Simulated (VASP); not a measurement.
# LiCr4FeO8 (F-43m) in VASP: single point with PBE+U

Aim: the single point of LiCr4FeO8 with PBE+U.

Everything below comes from runs of VASP 6.6.1. Logs are shortened: lines on timing, memory, paths and dates and some standing lists are left out, and cuts for length are marked.

**1. The cell of the first run**

Symmetry: F-43m, No. 216, cubic system. The conventional cell has a = 8.276 Å, b = 8.276 Å, c = 8.276 Å, α = 90.00°, β = 90.00°, γ = 90.00°. Within 2.6 Å of Li (site symmetry -43m) lie 4 O at 1.95 Å. Cr (site symmetry 3m) has 6 O at 1.96 to 2.03 Å within 2.6 Å. Within 2.5 Å of Fe (site symmetry -43m) lie 4 O at 1.91 Å. Within 2.6 Å of O (site symmetry 3m) lie 1 Li at 1.95 Å and 3 Cr at 1.96 Å. Within 2.5 Å of O (site symmetry 3m) lie 1 Fe at 1.91 Å and 3 Cr at 2.03 Å.

**2. Single point, PBE+U, collinear spin, ferrimagnetic start**

File INCAR:

```
SYSTEM = LiCr4FeO8
PREC     = Accurate       ! precision mode
ENCUT    = 750            ! plane-wave cutoff, eV
EDIFF    = 1E-6           ! SCF threshold, eV
ISMEAR   = 0              ! smearing method
SIGMA    = 0.05           ! smearing width, eV
LREAL    = .FALSE.        ! projectors in reciprocal space
LASPH    = .TRUE.         ! aspherical terms in the spheres
NELM     = 200            ! most SCF steps
ALGO     = Normal         ! electronic algorithm
ISIF     = 2              ! what is computed and relaxed
LWAVE    = .FALSE.        ! write WAVECAR
LCHARG   = .FALSE.        ! write CHGCAR
ISPIN    = 2              ! spin polarisation
MAGMOM   = 0 2.67 2.67 2.67 2.67 -4.06 -0.05 -0.05 -0.05 -0.05 -0.15 -0.15 -0.15 -0.15 ! initial moments
LORBIT   = 11             ! projections on sites
LMAXMIX  = 4              ! l up to which the mixer works
LDAU     = .TRUE.         ! DFT+U
LDAUTYPE = 2            
LDAUL    = -1 2 2 -1      ! shell
LDAUU    = 0 3.7 4 0      ! U, eV
LDAUJ    = 0 0 0 0      
LDAUPRINT= 1            
GGA      = PE             ! functional
NBANDS   = 70             ! bands
GGA_COMPAT= .FALSE.
```

File KPOINTS:

```
regular mesh
0
G
  4 4 4
  0 0 0
```

File POSCAR:

```
LiCr4FeO8
1.0
    0.0000000000      4.1382000000      4.1382000000
    4.1382000000      0.0000000000      4.1382000000
    4.1382000000      4.1382000000      0.0000000000
Li Cr Fe O
1 4 1 8
Direct
    0.0000000000      0.0000000000      0.0000000000
    0.6275150097      0.6275150097      0.6275150097
    0.6275150097      0.6275150097      0.1174549709
    0.6275150097      0.1174549709      0.6275150097
    0.1174549709      0.6275150097      0.6275150097
    0.2500000000      0.2500000000      0.2500000000
    0.8638500503      0.8638500503      0.8638500503
    0.8638500503      0.8638500503      0.4084498491
    0.8638500503      0.4084498491      0.8638500503
    0.4084498491      0.8638500503      0.8638500503
    0.3832199075      0.3832199075      0.3832199075
    0.3832199075      0.3832199075      0.8503402776
    0.3832199075      0.8503402776      0.3832199075
    0.8503402776      0.3832199075      0.3832199075
```

Potentials or basis: VASP PAW PBE potentials, release 64 (Li_sv, Cr_pv, Fe, O).

Launch:

```
$ cat potpaw_PBE.64/Li_sv/POTCAR potpaw_PBE.64/Cr_pv/POTCAR potpaw_PBE.64/Fe/POTCAR potpaw_PBE.64/O/POTCAR > POTCAR
$ mpirun -np 1 vasp_std > vasp.out
```

OUTCAR:

```text
SYSTEM = LiCr4FeO8
   PREC = Accurate
   ENCUT = 750
   EDIFF = 1E-6
   ISMEAR = 0
   LREAL = .FALSE.
   LASPH = .TRUE.
   NELM = 200
   ISIF = 2
   ISPIN = 2
   LORBIT = 11
   GGA = PE

 ion  position               nearest neighbor table
   1  0.000  0.000  0.000-   7 1.95   8 1.95   9 1.95  10 1.95
   2  0.628  0.628  0.628-   8 1.96   9 1.96  10 1.96  12 2.03  13 2.03  14 2.03   3 2.87   4 2.87
                             5 2.87   3 2.99   4 2.99   5 2.99
   3  0.628  0.628  0.117-   9 1.96  10 1.96   7 1.96  11 2.03  13 2.03  14 2.03   2 2.87   4 2.87
                             5 2.87   2 2.99   4 2.99   5 2.99
   4  0.628  0.117  0.628-   8 1.96  10 1.96   7 1.96  11 2.03  12 2.03  14 2.03   2 2.87   3 2.87
                             5 2.87   3 2.99   2 2.99   5 2.99
   5  0.117  0.628  0.628-   8 1.96   9 1.96   7 1.96  11 2.03  12 2.03  13 2.03   2 2.87   3 2.87
                             4 2.87   2 2.99   3 2.99   4 2.99
   6  0.250  0.250  0.250-  12 1.91  13 1.91  14 1.91  11 1.91
   7  0.864  0.864  0.864-   1 1.95   4 1.96   5 1.96   3 1.96
   8  0.864  0.864  0.408-   1 1.95   4 1.96   5 1.96   2 1.96
   9  0.864  0.408  0.864-   1 1.95   3 1.96   5 1.96   2 1.96
  10  0.408  0.864  0.864-   1 1.95   3 1.96   4 1.96   2 1.96
  11  0.383  0.383  0.383-   6 1.91   4 2.03   5 2.03   3 2.03
  12  0.383  0.383  0.850-   6 1.91   2 2.03   5 2.03   4 2.03
  13  0.383  0.850  0.383-   6 1.91   2 2.03   5 2.03   3 2.03
  14  0.850  0.383  0.383-   6 1.91   2 2.03   4 2.03   3 2.03

  LATTYP: Found a face centered cubic cell.
 ALAT       =     8.2764000000

  Lattice vectors:

 A1 = (   0.0000000000,   4.1382000000,   4.1382000000)
 A2 = (   4.1382000000,   0.0000000000,   4.1382000000)
 A3 = (   4.1382000000,   4.1382000000,   0.0000000000)

Analysis of symmetry for initial positions (statically):
=====================================================================
 Subroutine PRICEL returns:
 Original cell was already a primitive cell.

 Routine SETGRP: Setting up the symmetry group for a
 face centered cubic supercell.

 Subroutine GETGRP returns: Found 24 space group operations
 (whereof 24 operations were pure point group operations)
 out of a pool of 48 trial point group operations.

The static configuration has the point symmetry T_d .

Analysis of symmetry for dynamics (positions and initial velocities):
=====================================================================
 Subroutine PRICEL returns:
 Original cell was already a primitive cell.

 Routine SETGRP: Setting up the symmetry group for a
[... 900 lines left out ...]

 k-point     1 :       0.0000    0.0000    0.0000
  band No.  band energies     occupation
      1     -37.9550      1.00000
      2     -36.0811      1.00000
      3     -35.9095      1.00000
      4     -35.9095      1.00000
      5     -35.9095      1.00000
      6     -35.8179      1.00000
[... 533 lines left out ...]
     64      10.0717      0.00000
     65      10.2826      0.00000
 [bands above 65 left out]

------------------------ aborting loop because EDIFF is reached ----------------------------------------

  FORCE on cell =-STRESS in cart. coord.  units (eV):
  Direction    XX          YY          ZZ          XY          YZ          ZX
  --------------------------------------------------------------------------------------
  -------------------------------------------------------------------------------------
  Total        8.4703631      8.4703631      8.4703631     -0.0000000     -0.0000000     -0.0000000
  in kB       95.7520736     95.7520736     95.7520736     -0.0000000     -0.0000000     -0.0000000
  external PRESSURE =      95.7520736 kB  Pullay stress =       0.0000000 kB

 VOLUME and BASIS-vectors are now :
 -----------------------------------------------------------------------------
  energy-cutoff  :      750.00
  volume of cell :      141.73
      direct lattice vectors                 reciprocal lattice vectors
     0.000000000  4.138200000  4.138200000    -0.120825480  0.120825480  0.120825480
     4.138200000  0.000000000  4.138200000     0.120825480 -0.120825480  0.120825480
     4.138200000  4.138200000  0.000000000     0.120825480  0.120825480 -0.120825480

 POSITION                                       TOTAL-FORCE (eV/Angst)
 -----------------------------------------------------------------------------------
      0.00000      0.00000      0.00000        -0.000000     -0.000000     -0.000000
      5.19357      5.19357      5.19357        -0.077973     -0.077973     -0.077973
      3.08283      3.08283      5.19357         0.077973      0.077973     -0.077973
      3.08283      5.19357      3.08283         0.077973     -0.077973      0.077973
      5.19357      3.08283      3.08283        -0.077973      0.077973      0.077973
      2.06910      2.06910      2.06910        -0.000000     -0.000000     -0.000000
      7.14957      7.14957      7.14957         0.174296      0.174296      0.174296
      5.26503      5.26503      7.14957        -0.174296     -0.174296      0.174296
      5.26503      7.14957      5.26503        -0.174296      0.174296     -0.174296
      7.14957      5.26503      5.26503         0.174296     -0.174296     -0.174296
      3.17168      3.17168      3.17168        -0.155575     -0.155575     -0.155575
      5.10472      5.10472      3.17168         0.155575      0.155575     -0.155575
      5.10472      3.17168      5.10472         0.155575     -0.155575      0.155575
      3.17168      5.10472      5.10472        -0.155575      0.155575      0.155575
 -----------------------------------------------------------------------------------
    total drift:                               -0.000000     -0.000000     -0.000000

  FREE ENERGIE OF THE ION-ELECTRON SYSTEM (eV)
  ---------------------------------------------------
  free  energy   TOTEN  =      -104.3700005701 eV

  energy  without entropy=     -104.3700005701  energy(sigma->0) =     -104.37000057

 total charge

# of ion       s       p       d       tot
------------------------------------------
    1        2.026   0.061   0.000   2.087
    2        0.310   6.363   4.046  10.719
    3        0.310   6.363   4.046  10.719
    4        0.310   6.363   4.046  10.719
    5        0.310   6.363   4.046  10.719
    6        0.404   0.543   5.888   6.835
    7        1.556   3.512   0.000   5.069
    8        1.556   3.512   0.000   5.069
    9        1.556   3.512   0.000   5.069
   10        1.556   3.512   0.000   5.069
   11        1.551   3.524   0.000   5.075
   12        1.551   3.524   0.000   5.075
   13        1.551   3.524   0.000   5.075
   14        1.551   3.524   0.000   5.075
--------------------------------------------------
tot         16.097  54.204  22.073  92.373

 magnetization (x)

# of ion       s       p       d       tot
------------------------------------------
    1        0.001   0.002   0.000   0.004
    2        0.026   0.022   2.857   2.905
    3        0.026   0.022   2.857   2.905
    4        0.026   0.022   2.857   2.905
    5        0.026   0.022   2.857   2.905
    6       -0.010  -0.066  -4.068  -4.145
    7       -0.002  -0.034   0.000  -0.036
    8       -0.002  -0.034   0.000  -0.036
    9       -0.002  -0.034   0.000  -0.036
   10       -0.002  -0.034   0.000  -0.036
   11       -0.007  -0.124   0.000  -0.132
   12       -0.007  -0.124   0.000  -0.132
   13       -0.007  -0.124   0.000  -0.132
   14       -0.007  -0.124   0.000  -0.132
--------------------------------------------------
tot          0.057  -0.607   7.360   6.809
```

OSZICAR:

```text
N       E                     dE             d eps       ncg     rms          rms(c)
DAV:   1     0.175270860152E+04    0.17527E+04   -0.67712E+04  2240   0.227E+03
DAV:   2     0.148757943539E+03   -0.16040E+04   -0.14977E+04  2294   0.610E+02
DAV:   3    -0.105565783459E+03   -0.25432E+03   -0.24092E+03  2696   0.234E+02
DAV:   4    -0.122764289363E+03   -0.17199E+02   -0.16761E+02  2972   0.584E+01
DAV:   5    -0.123615075069E+03   -0.85079E+00   -0.84488E+00  3810   0.122E+01    0.503E+01
DAV:   6    -0.102847393437E+03    0.20768E+02   -0.19544E+02  3012   0.901E+01    0.416E+01
DAV:   7    -0.103969418467E+03   -0.11220E+01   -0.28440E+01  2758   0.449E+01    0.237E+01
DAV:   8    -0.104413281057E+03   -0.44386E+00   -0.47217E+00  2842   0.990E+00    0.142E+01
DAV:   9    -0.104319915198E+03    0.93366E-01   -0.85643E-01  3208   0.142E+01    0.731E+00
DAV:  10    -0.104378972745E+03   -0.59058E-01   -0.30585E-01  2936   0.506E+00    0.208E+00
DAV:  11    -0.104366985920E+03    0.11987E-01   -0.55500E-02  2954   0.336E+00    0.109E+00
DAV:  12    -0.104368900248E+03   -0.19143E-02   -0.17451E-02  2814   0.713E-01    0.370E-01
DAV:  13    -0.104369742196E+03   -0.84195E-03   -0.21317E-03  3186   0.300E-01    0.146E-01
DAV:  14    -0.104369946524E+03   -0.20433E-03   -0.38840E-04  3392   0.172E-01    0.951E-02
DAV:  15    -0.104369983443E+03   -0.36919E-04   -0.11707E-04  3192   0.117E-01    0.262E-02
DAV:  16    -0.104369995717E+03   -0.12274E-04   -0.25530E-05  2776   0.277E-02    0.155E-02
DAV:  17    -0.104370000249E+03   -0.45327E-05   -0.63540E-06  2540   0.210E-02    0.104E-02
DAV:  18    -0.104370000570E+03   -0.32066E-06   -0.27602E-06  2070   0.168E-02
   1 F= -.10437000E+03 E0= -.10437000E+03  d E =-.174802E-13  mag=     7.0000
```

It took 18 min on 1 thread of Intel Xeon 8259CL, shared host; peak memory 0.64 GiB.

What came out:

```
Free energy                                           : -104.3700 eV
Pressure                                              : 9.6 GPa
Largest force                                         : 0.302 eV/Å
Band gap on the k mesh                                : 1.76 eV, indirect (least direct gap 1.86 eV)
Net moment                                            : 7.00 μB per cell
Site moments                                          : Li +0.00; Cr +2.90; Fe -4.14; O -0.04, -0.13 μB
Valence electrons inside the program's atomic spheres : Li 2.09; Cr 10.72; Fe 6.83; O 5.07, 5.08
```

Forces in eV/Å, atoms in the order of the input:
```
Li   0.000  0.000  0.000
Cr  -0.078 -0.078 -0.078
Cr   0.078  0.078 -0.078
Cr   0.078 -0.078  0.078
Cr  -0.078  0.078  0.078
Fe   0.000  0.000  0.000
O    0.174  0.174  0.174
O   -0.174 -0.174  0.174
O   -0.174  0.174 -0.174
O    0.174 -0.174 -0.174
O   -0.156 -0.156 -0.156
O    0.156  0.156 -0.156
O    0.156 -0.156  0.156
O   -0.156  0.156  0.156
```

Eigenvalues of the final occupation matrices:
```
    site  spin  trace               eigenvalues
site 2 d     1   3.47  0.31 0.31 0.94 0.95 0.95
site 2 d     2   0.61  0.05 0.05 0.06 0.23 0.23
site 3 d     1   3.47  0.31 0.31 0.94 0.95 0.95
site 3 d     2   0.61  0.05 0.05 0.06 0.23 0.23
site 4 d     1   3.47  0.31 0.31 0.94 0.95 0.95
site 4 d     2   0.61  0.05 0.05 0.06 0.23 0.23
site 5 d     1   3.47  0.31 0.31 0.94 0.95 0.95
site 5 d     2   0.61  0.05 0.05 0.06 0.23 0.23
site 6 d     1   0.92  0.09 0.09 0.24 0.24 0.24
site 6 d     2   4.99  0.98 0.98 1.01 1.01 1.01
```

A k mesh can miss the band edges. The state reached can hang on the start; a lower one may exist.
